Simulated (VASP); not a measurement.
# FeO (R-3m) in VASP: further runs

FeO is run at these levels: PBE; tasks: electric field gradients.

All numbers are computed with VASP 6.6.1; they aren't measurements. Logs are shortened: lines on timing, memory, paths and dates and some standing lists are left out, and cuts for length are marked.

## 1. The cell of the first run

Symmetry: R-3m, No. 166, trigonal system. Conventional cell: a = 3.085 Å, b = 3.085 Å, c = 7.671 Å, α = 90.00°, β = 90.00°, γ = 120.00°. Fe (site symmetry -3m) has 6 O at 2.19 Å within 2.9 Å. O (site symmetry -3m) has 6 Fe at 2.19 Å within 2.9 Å.

## 2. Electric field gradients, PBE, collinear spin, ferromagnetic start (10.54 Å³/atom)

Input file INCAR:

```
SYSTEM = FeO
ALGO = Normal
EDIFF = 1E-8
ENCUT = 520
GGA = PE
ISIF = 2
ISMEAR = -1
ISPIN = 2
LASPH = .TRUE.
LCHARG = .FALSE.
LEFG = .TRUE.
LMAXMIX = 4
LORBIT = 11
LREAL = .FALSE.
LWAVE = .FALSE.
MAGMOM = 3 0
NBANDS = 18
NELM = 150
PREC = Accurate
SIGMA = 0.03
```

Input file KPOINTS:

```
k-points
0
G
  16 16 16
  0 0 0
```

Input file POSCAR:

```
FeO
1.0
    1.5425658212      0.8906007921      2.5570432028
   -1.5425658212      0.8906007921      2.5570432028
    0.0000000000     -1.7812015843      2.5570432028
Fe O
1 1
Direct
    0.0000000000      0.0000000000      0.0000000000
    0.5000000000      0.5000000000      0.5000000000
```

Potentials or basis: VASP PAW PBE potentials, release 64 (Fe, O).

The run is started by

```
cat potpaw_PBE.64/Fe/POTCAR potpaw_PBE.64/O/POTCAR > POTCAR
mpirun -np 1 vasp_std > vasp.out
```

OUTCAR:

```text
SYSTEM = FeO
   EDIFF = 1E-8
   ENCUT = 520
   GGA = PE
   ISIF = 2
   ISMEAR = -1
   ISPIN = 2
   LASPH = .TRUE.
   LORBIT = 11
   LREAL = .FALSE.
   NELM = 150
   PREC = Accurate

 ion  position               nearest neighbor table
   1  0.000  0.000  0.000-   2 2.19   2 2.19   2 2.19   2 2.19   2 2.19   2 2.19
   2  0.500  0.500  0.500-   1 2.19   1 2.19   1 2.19   1 2.19   1 2.19   1 2.19

  LATTYP: Found a trigonal (rhomboedric) cell.
 ALAT       =     3.1162716545
 COS(alpha) =     0.5099427870

  Lattice vectors:

 A1 = (   1.5425658212,   0.8906007921,   2.5570432028)
 A2 = (  -1.5425658212,   0.8906007921,   2.5570432028)
 A3 = (   0.0000000000,  -1.7812015843,   2.5570432028)

Analysis of symmetry for initial positions (statically):
=====================================================================
 Subroutine PRICEL returns:
 Original cell was already a primitive cell.

 Routine SETGRP: Setting up the symmetry group for a
 trigonal (rhombohedral) supercell.

 Subroutine GETGRP returns: Found 12 space group operations
 (whereof 12 operations were pure point group operations)
 out of a pool of 12 trial point group operations.

The static configuration has the point symmetry D_3d.

Analysis of symmetry for dynamics (positions and initial velocities):
=====================================================================
 Subroutine PRICEL returns:
 Original cell was already a primitive cell.

 Routine SETGRP: Setting up the symmetry group for a
 trigonal (rhombohedral) supercell.

 Subroutine GETGRP returns: Found 12 space group operations
 (whereof 12 operations were pure point group operations)
 out of a pool of 12 trial point group operations.

The dynamic configuration has the point symmetry D_3d.

Analysis of structural, dynamic, and magnetic symmetry:
=====================================================================
 Subroutine PRICEL returns:
 Original cell was already a primitive cell.

 Routine SETGRP: Setting up the symmetry group for a
 trigonal (rhombohedral) supercell.

 Subroutine GETGRP returns: Found 12 space group operations
 (whereof 12 operations were pure point group operations)
 out of a pool of 12 trial point group operations.

The overall configuration has the point symmetry D_3d.

 Subroutine INISYM returns: Found 12 space group operations
 (whereof 12 operations are pure point group operations),
 and found     1 'primitive' translations

----------------------------------------------------------------------------------------

                                     Primitive cell

  volume of cell :      21.0774

  direct lattice vectors                    reciprocal lattice vectors
     1.542565821  0.890600792  2.557043203     0.324135277  0.187139590  0.130358898
    -1.542565821  0.890600792  2.557043203    -0.324135277  0.187139590  0.130358898
     0.000000000 -1.781201584  2.557043203     0.000000000 -0.374279179  0.130358898

  length of vectors
     3.116271654  3.116271654  3.116271655     0.396331107  0.396331107  0.396331107

  position of ions in fractional coordinates (direct lattice)
     0.000000000  0.000000000  0.000000000
     0.500000000  0.500000000  0.500000000

  ion indices of the primitive-cell ions
   primitive index   ion index
                 1           1
                 2           2

----------------------------------------------------------------------------------------

 KPOINTS: k-points

Automatic generation of k-mesh.
 Grid dimensions read from file:
 generate k-points for:   16   16   16

 Generating k-lattice:

  Cartesian coordinates                     Fractional coordinates (reciprocal lattice)
     0.020258455  0.011696224  0.008147431     0.062500000  0.000000000 -0.000000000
    -0.020258455  0.011696224  0.008147431     0.000000000  0.062500000 -0.000000000
     0.000000000 -0.023392449  0.008147431    -0.000000000 -0.000000000  0.062500000

  Length of vectors
     0.024770694  0.024770694  0.024770694

  Shift w.r.t. Gamma in fractional coordinates (k-lattice)
     0.000000000  0.000000000  0.000000000

 Subroutine IBZKPT returns following result:
[... 55 lines left out ...]
   ISIF   =      2    stress and relaxation
   ISYM   =      2    0-nonsym 1-usesym 2-fastsym
   POTIM  = 0.5000    time-step for ionic-motion
   TEBEG  =    0.0;   TEEND  =   0.0 temperature during run
   PSTRESS=    0.0 pullay stress
   NELECT =      14.0000    total number of electrons
   NUPDOWN=      -1.0000    fix difference up-down
   EMIN   =  10.00;   EMAX   =-10.00  energy-range for DOS
   EFERMI =   0.00;   METHOD = LEGACY
   ISMEAR =    -1;   SIGMA  =   0.03  broadening in eV -4-tet -1-fermi 0-gaus
   EFERMI_NEDOS =   21; number of points for ismear=-14 and -15
   IALGO  =     38    algorithm
   IMIX   =      4    mixing-type and parameters
     AMIX     =   0.40;   BMIX     =  1.00
     AMIX_MAG =   1.60;   BMIX_MAG =  1.00
  volume/ion in A,a.u.               =      10.54        71.12
  Fermi-wavevector in a.u.,A,eV,Ry     =   1.428386  2.699257 27.759770  2.040286
  Thomas-Fermi vector in A             =   2.548453
   LORBIT       =     11    0 simple, 1 ext, 2 COOP (PROOUT), +10 PAW based schemes
   GGA     = PE    functional components
   LHFCALC =     F    Hartree Fock is set to
   AEXX    =    0.0000 exact exchange contribution
   IVDW    =     0    specifies the selected vdW correction
   LEPSILON=     F    determine dielectric tensor
   LRPA    =     F    only Hartree local field effects (RPA)
 spin polarized calculation
  energy-cutoff  :      520.00
  volume of cell :       21.08
 maximum number of plane-waves:       580
   NGX = 11   NGY = 11   NGZ = 11

 number of electron      14.0000001 magnetization       4.0005935

 Free energy of the ion-electron system (eV)
  ---------------------------------------------------
  ext. energy  EPLUGINS =         0.00000000
  ---------------------------------------------------
  free energy    TOTEN  =       -14.90294010 eV

  energy without entropy =      -14.89840451  energy(sigma->0) =      -14.90067231

 E-fermi :   5.6546     XC(G=0): -11.8838

 val. band max:        5.6545205350   @ k =  -0.3125   0.3125   0.1250
 cond. band min:       5.6553098249   @ k =  -0.2500   0.3750   0.1250
 fundamental gap:      0.0007892899
 Fermi energy:         5.6545656383

 spin component 1

 k-point     1 :       0.0000    0.0000    0.0000
  band No.  band energies     occupation
      1     -14.6547      1.00000
      2       1.7929      1.00000
      3       1.8500      1.00000
      4       1.8500      1.00000
      5       1.9802      1.00000
      6       1.9868      1.00000
[... 493 lines left out ...]
     17      26.9996      0.00000
     18      29.5830      0.00000

 [... further k-points ...]

 spin component 2

 k-point     1 :       0.0000    0.0000    0.0000
  band No.  band energies     occupation
      1     -14.1395      1.00000
      2       2.5141      1.00000
      3       2.6077      1.00000
      4       2.6077      1.00000
      5       4.9327      1.00000
      6       5.0084      1.00000
[... 493 lines left out ...]
     17      28.3384      0.00000
     18      30.7079      0.00000

 [... further k-points ...]

------------------------ aborting loop because EDIFF is reached ----------------------------------------

  FORCE on cell =-STRESS in cart. coord.  units (eV):
  Direction    XX          YY          ZZ          XY          YZ          ZX
  --------------------------------------------------------------------------------------
  -------------------------------------------------------------------------------------
  Total       -1.0942223     -1.0942223     -1.2379388      0.0000000      0.0000000      0.0000000
  in kB      -83.1763871    -83.1763871    -94.1008734      0.0000000      0.0000000      0.0000000
  external PRESSURE =     -86.8178826 kB  Pullay stress =       0.0000000 kB

 VOLUME and BASIS-vectors are now :
 -----------------------------------------------------------------------------
  energy-cutoff  :      520.00
  volume of cell :       21.08
      direct lattice vectors                 reciprocal lattice vectors
     1.542565821  0.890600792  2.557043203     0.324135277  0.187139590  0.130358898
    -1.542565821  0.890600792  2.557043203    -0.324135277  0.187139590  0.130358898
     0.000000000 -1.781201584  2.557043203     0.000000000 -0.374279179  0.130358898

 POSITION                                       TOTAL-FORCE (eV/Angst)
 -----------------------------------------------------------------------------------
      0.00000      0.00000      0.00000         0.000000     -0.000000      0.000000
      0.00000     -0.00000      3.83556        -0.000000      0.000000     -0.000000
 -----------------------------------------------------------------------------------
    total drift:                               -0.000000      0.000000     -0.000000

  FREE ENERGIE OF THE ION-ELECTRON SYSTEM (eV)
  ---------------------------------------------------
  free  energy   TOTEN  =       -14.9029401048 eV

  energy  without entropy=      -14.8984045099  energy(sigma->0) =      -14.90067231

 Electric field gradients (V/A^2)
---------------------------------------------------------------------
 ion       V_xx      V_yy      V_zz      V_xy      V_xz      V_yz
---------------------------------------------------------------------
   1      -0.807    -0.807     1.615     0.000    -0.000     0.000
   2      -1.494    -1.494     2.988     0.000    -0.000     0.000
---------------------------------------------------------------------

 Electric field gradients after diagonalization (V/A^2)
 (convention: |V_zz| > |V_xx| > |V_yy|)
----------------------------------------------------------------------
 ion       V_xx      V_yy      V_zz     asymmetry (V_yy - V_xx)/ V_zz
----------------------------------------------------------------------
   1      -0.807    -0.807     1.615       0.000
   2      -1.494    -1.494     2.988       0.000
----------------------------------------------------------------------

           NMR quadrupolar parameters

 Cq : quadrupolar parameter    Cq=e*Q*V_zz/h
 eta: asymmetry parameters     (V_yy - V_xx)/ V_zz
 Q  : nuclear electric quadrupole moment in mb (millibarn)
----------------------------------------------------------------------
 ion       Cq(MHz)       eta       Q (mb)
----------------------------------------------------------------------
   1       0.004       0.000       1.000
   2       0.007       0.000       1.000
----------------------------------------------------------------------

 total charge

# of ion       s       p       d       tot
------------------------------------------
    1        0.274   0.325   6.053   6.652
    2        1.556   3.411   0.000   4.967
--------------------------------------------------
tot          1.830   3.736   6.053  11.619

 magnetization (x)

# of ion       s       p       d       tot
------------------------------------------
    1        0.027   0.020   3.579   3.626
    2        0.028   0.264   0.000   0.292
--------------------------------------------------
tot          0.055   0.284   3.579   3.917
```

Run time: 8.6 min. Hardware: 1 thread of Intel Xeon 8259CL, shared host; peak memory 0.35 GiB.

Results:

* Free energy: -14.9029 eV
* Pressure: -8.7 GPa
* Band gap on the k mesh: zero (filled and empty bands overlap)
* Net moment: 4.00 μB per cell
* Site moments: Fe +3.63; O +0.29 μB
* Largest electric field gradient by atom: Fe +1.6; O +3.0 V/Å²
* Valence electrons inside the program's atomic spheres: Fe 6.65; O 4.97

Electric field gradients, principal values (V/Å²):
| atom | least | middle | greatest (by size) |
| --- | --- | --- | --- |
| 1 Fe | -0.807 | -0.807 | 1.615 |
| 2 O | -1.494 | -1.494 | 2.988 |

Caveat: the cell stands under tension; without QUAD_EFG the Cq values of the log hold for a quadrupole moment of 1 mb, not for the nuclei; a cell with one magnetic atom can't hold antiferromagnetic order, which such compounds often take; semilocal functionals often make such compounds metallic where correlation or magnetic order opens a gap, which also shifts bond lengths. With open d or f shells a metallic result of PBE can be an artefact of self-interaction; +U or a hybrid may open a gap.

## 3. Electric field gradients, PBE, collinear spin, ferromagnetic start (9.53 Å³/atom)

This run uses another cell than the first one, of 9.53 Å³/atom.

Input file INCAR:

```
PREC = Accurate
ENCUT = 520
EDIFF = 1E-8
ISMEAR = -1
SIGMA = 0.03
LREAL = F
LASPH = T
NELM = 150
ALGO = Normal
ISIF = 2
LWAVE = F
LCHARG = F
ISPIN = 2
MAGMOM = 3 0
LORBIT = 11
LMAXMIX = 4
GGA = PE
LEFG = T
NBANDS = 18
```

Input file KPOINTS:

```
Automatic mesh
0
Gamma
  16 16 16
```

Input file POSCAR:

```
FeO
1.0
    1.4919529923      0.8613794618      2.4731445527
   -1.4919529923      0.8613794618      2.4731445527
    0.0000000000     -1.7227589235      2.4731445527
Fe O
1 1
Direct
    0.0000000000      0.0000000000      0.0000000000
    0.5000000000      0.5000000000      0.5000000000
```

Potentials or basis: VASP PAW PBE potentials, release 64 (Fe, O).

The run is started by

```
cat potpaw_PBE.64/Fe/POTCAR potpaw_PBE.64/O/POTCAR > POTCAR
mpirun -np 1 vasp_std > vasp.out
```

OUTCAR:

```text
PREC = Accurate
   ENCUT = 520
   EDIFF = 1E-8
   ISMEAR = -1
   LREAL = F
   LASPH = T
   NELM = 150
   ISIF = 2
   ISPIN = 2
   LORBIT = 11
   GGA = PE

 ion  position               nearest neighbor table
   1  0.000  0.000  0.000-   2 2.12   2 2.12   2 2.12   2 2.12   2 2.12   2 2.12
   2  0.500  0.500  0.500-   1 2.12   1 2.12   1 2.12   1 2.12   1 2.12   1 2.12

  LATTYP: Found a trigonal (rhomboedric) cell.
 ALAT       =     3.0140242678
 COS(alpha) =     0.5099427870

  Lattice vectors:

 A1 = (   1.4919529923,   0.8613794618,   2.4731445527)
 A2 = (  -1.4919529923,   0.8613794618,   2.4731445527)
 A3 = (   0.0000000000,  -1.7227589235,   2.4731445527)

[... 1249 lines left out ...]

 Electric field gradients after diagonalization (V/A^2)
 (convention: |V_zz| > |V_xx| > |V_yy|)
----------------------------------------------------------------------
 ion       V_xx      V_yy      V_zz     asymmetry (V_yy - V_xx)/ V_zz
----------------------------------------------------------------------
   1      -0.680    -0.680     1.359       0.000
   2      -1.447    -1.447     2.894       0.000
----------------------------------------------------------------------

           NMR quadrupolar parameters

 Cq : quadrupolar parameter    Cq=e*Q*V_zz/h
 eta: asymmetry parameters     (V_yy - V_xx)/ V_zz
 Q  : nuclear electric quadrupole moment in mb (millibarn)
----------------------------------------------------------------------
 ion       Cq(MHz)       eta       Q (mb)
----------------------------------------------------------------------
   1       0.003       0.000       1.000
   2       0.007       0.000       1.000
----------------------------------------------------------------------

 total charge

# of ion       s       p       d       tot
------------------------------------------
    1        0.302   0.393   6.122   6.817
    2        1.557   3.464   0.000   5.021
--------------------------------------------------
tot          1.858   3.857   6.122  11.838

 magnetization (x)

# of ion       s       p       d       tot
------------------------------------------
    1        0.027   0.022   3.562   3.611
    2        0.032   0.280   0.000   0.312
--------------------------------------------------
tot          0.059   0.302   3.562   3.923
```

OSZICAR:

```text
N       E                     dE             d eps       ncg     rms          rms(c)
DAV:   1     0.675545260174E+02    0.67555E+02   -0.67537E+03 32778   0.910E+02
DAV:   2    -0.129966862684E+02   -0.80551E+02   -0.68950E+02 30736   0.205E+02
DAV:   3    -0.172211888343E+02   -0.42245E+01   -0.40944E+01 35080   0.503E+01
DAV:   4    -0.172511116969E+02   -0.29923E-01   -0.29900E-01 36450   0.402E+00
DAV:   5    -0.172513075784E+02   -0.19588E-03   -0.19587E-03 35892   0.337E-01    0.178E+01
DAV:   6    -0.154826757404E+02    0.17686E+01   -0.13702E+01 40230   0.546E+01    0.195E+01
DAV:   7    -0.149307583848E+02    0.55192E+00   -0.25324E+00 38676   0.312E+01    0.100E+01
DAV:   8    -0.149210781880E+02    0.96802E-02   -0.13779E-01 38378   0.410E+00    0.566E+00
DAV:   9    -0.149036062451E+02    0.17472E-01   -0.63363E-02 48034   0.385E+00    0.113E+00
DAV:  10    -0.149022449835E+02    0.13613E-02   -0.17889E-02 40758   0.274E+00    0.253E-01
DAV:  11    -0.149028898249E+02   -0.64484E-03   -0.22563E-03 37790   0.419E-01    0.625E-02
DAV:  12    -0.149029078565E+02   -0.18032E-04   -0.41527E-05 36206   0.692E-02    0.416E-02
DAV:  13    -0.149029219591E+02   -0.14103E-04   -0.11242E-05 40498   0.434E-02    0.147E-02
DAV:  14    -0.149029244435E+02   -0.24844E-05   -0.28318E-06 36892   0.155E-02    0.676E-03
DAV:  15    -0.149029242920E+02    0.15145E-06   -0.25509E-07 44186   0.644E-03    0.214E-03
DAV:  16    -0.149029242844E+02    0.76825E-08   -0.16603E-07 36832   0.354E-03    0.184E-03
DAV:  17    -0.149029242581E+02    0.26290E-07   -0.40382E-08 35594   0.289E-03    0.544E-04
DAV:  18    -0.149029242519E+02    0.61377E-08   -0.12311E-08 19356   0.124E-03
   1 F= -.14902924E+02 E0= -.14900989E+02  d E =-.387146E-02  mag=     4.0000
```

Run time: 8.5 min. Hardware: 1 thread of Oxide Virtual Turin-like, shared host; peak memory 0.29 GiB.

What came out:

```yaml
Free_energy: -14.9029 eV
Pressure: 10.0 GPa
Band_gap_on_the_k_mesh: zero (filled and empty bands overlap)
Net_moment: 4.00 μB per cell
Site_moments: Fe +3.61; O +0.31 μB
Largest_electric_field_gradient_by_atom: Fe +1.4; O +2.9 V/Å²
Valence_electrons_inside_the_program's_atomic_spheres: Fe 6.82; O 5.02
```

Electric field gradients, principal values (V/Å²):
| atom | least | middle | greatest (by size) |
| --- | --- | --- | --- |
| 1 Fe | -0.680 | -0.680 | 1.359 |
| 2 O | -1.447 | -1.447 | 2.894 |

Caveat: the cell stands under pressure; without QUAD_EFG the Cq values of the log hold for a quadrupole moment of 1 mb, not for the nuclei; a cell with one magnetic atom can't hold antiferromagnetic order, which such compounds often take; semilocal functionals often make such compounds metallic where correlation or magnetic order opens a gap, which also shifts bond lengths. With open d or f shells a metallic result of PBE can be an artefact of self-interaction; +U or a hybrid may open a gap.

(Continued in part 2 of 2.)
